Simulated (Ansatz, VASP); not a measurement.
**AlRu in VASP and in Ansatz**

Contents of INCAR:

```
SYSTEM = AlRu
PREC = Accurate ; ENCUT = 520
EDIFF = 1E-6 ; ISMEAR = 0
SIGMA = 0.15 ; LREAL = .FALSE.
LASPH = .TRUE. ; NELM = 60
ALGO = Fast ; ISIF = 2
LWAVE = .FALSE. ; LCHARG = .FALSE.
GGA = PS ; NBANDS = 16
```

Contents of KPOINTS:

```
regular mesh
0
G
  16 16 16
  0 0 0
```

File POSCAR:

```
AlRu
1.0
    3.0364740000      0.0000000000      0.0000000000
    0.0000000000      2.9916000000      0.0000000000
    0.0000000000      0.0000000000      2.9916000000
Al Ru
1 1
Direct
    0.0000000000      0.0000000000      0.0000000000
    0.5000000000      0.5000000000      0.5000000000
```

Input for Ansatz:

```yaml
crystal:
  lattice:
    - [3.036474, 0.0, 0.0]
    - [0.0, 2.9916, 0.0]
    - [0.0, 0.0, 2.9916]
  atoms:
    - { symbol: Al, position: [0.0, 0.0, 0.0] }
    - { symbol: Ru, position: [0.5, 0.5, 0.5] }
basis:
  ecutwfc: 420
kpoints:
  mp_grid: { grid: [16, 16, 16] }
hamiltonian:
  xc: pbesol
scf:
  occupations: { method: gaussian, width: 0.15 }
output:
  forces: true
  stress: true
  eigenvalues: true
```

Change from the starting cell: strain +0.0150 x Voigt [1, 0, 0, 0, 0, 0], atoms carried along.

Alike in both runs: task single point; functional PBEsol; k mesh 16 × 16 × 16; occupations gaussian, width 0.15 eV; no spin polarisation.

```csv
,VASP,Ansatz
version,VASP 6.6.1,Ansatz 0.2.0
potentials or method,"VASP PAW PBE potentials, release 64 (Al, Ru_pv), cutoff 520 eV","scalar-relativistic, plane waves, PAW"
valence electrons in the cell,17,19
```

```csv
,VASP,Ansatz,Ansatz less VASP
gap on the k mesh at the Fermi level (eV),none,none,-
pressure (GPa),-6.2,-6.2,+0.01
"traceless stress, the component that is largest in VASP (GPa)",-1.59,-1.59,+0.007
```

VASP's potentials were made for PBE, not for PBEsol. A gap of «none» marks a metal or a gap that the smearing closes. VASP's potentials hold 17 valence electrons a cell and Ansatz's 19, so a difference there can come from the potentials and not from the codes.
